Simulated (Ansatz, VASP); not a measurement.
## Rh: VASP beside Ansatz

The input POSCAR:

```
Rh
1.0
    0.0000000000      1.9300732500      1.9015500000
    1.9300732500      0.0000000000      1.9015500000
    1.9300732500      1.9300732500      0.0000000000
Rh
1
Direct
    0.0000000000      0.0000000000      0.0000000000
```

The input INCAR.step1:

```
SYSTEM = Rh
PREC = Accurate
ENCUT = 520
ISMEAR = 0
SIGMA = 0.15
LREAL = .FALSE.
LASPH = .TRUE.
NELM = 60
NBANDS = 14
GGA = PE
ALGO = Normal
EDIFF = 1E-4
LWAVE = .TRUE.
LCHARG = .FALSE.
```

File INCAR.step2:

```
SYSTEM = Rh
PREC = Accurate
ENCUT = 520
EDIFF = 1E-6
ISMEAR = 0
SIGMA = 0.15
LREAL = .FALSE.
LASPH = .TRUE.
NELM = 60
ALGO = Normal
ISIF = 2
LWAVE = .FALSE.
LCHARG = .FALSE.
METAGGA = R2SCAN
LMIXTAU = .TRUE.
NBANDS = 14
ISTART = 1
```

Contents of KPOINTS:

```
Automatic mesh
0
G
  22 22 22
  0 0 0
```

Input for Ansatz:

```yaml
crystal:
  lattice:
    - [0.0, 1.93007325, 1.90155]
    - [1.93007325, 0.0, 1.90155]
    - [1.93007325, 1.93007325, 0.0]
  atoms:
    - { symbol: Rh, position: [0.0, 0.0, 0.0] }
basis:
  ecutwfc: 500
kpoints:
  mp_grid: { grid: [22, 22, 22] }
hamiltonian:
  xc: r2scan
scf:
  occupations: { method: gaussian, width: 0.15 }
output:
  forces: true
  stress: true
  eigenvalues: true
  write_density: true
  write_potential: true
  elf: true
  volumetric_format: npy
```

Change from the starting cell: strain +0.015 along x and y, +0.000 along z, atoms carried along.

Alike in both runs: task single point; functional r2SCAN; k mesh 22 × 22 × 22; occupations gaussian, width 0.15 eV; no spin polarisation.

|  | VASP | Ansatz |
| --- | --- | --- |
| version | VASP 6.6.1 | Ansatz 0.2.0 |
| potentials or method | VASP PAW PBE potentials, release 64 (Rh_pv), cutoff 520 eV | scalar-relativistic, plane waves, PAW |
| valence electrons in the cell | 15 | 17 |

```csv
,VASP,Ansatz,Ansatz less VASP
gap on the k mesh at the Fermi level (eV),none,none,-
pressure (GPa),-7.3,-8.3,-1.02
"traceless stress, the component that is largest in VASP (GPa)",2.20,2.19,-0.011
```

VASP's potentials were made for PBE, not for r2SCAN. A gap of «none» marks a metal or a gap that the smearing closes. VASP's potentials hold 15 valence electrons a cell and Ansatz's 17, so a difference there can come from the potentials and not from the codes.
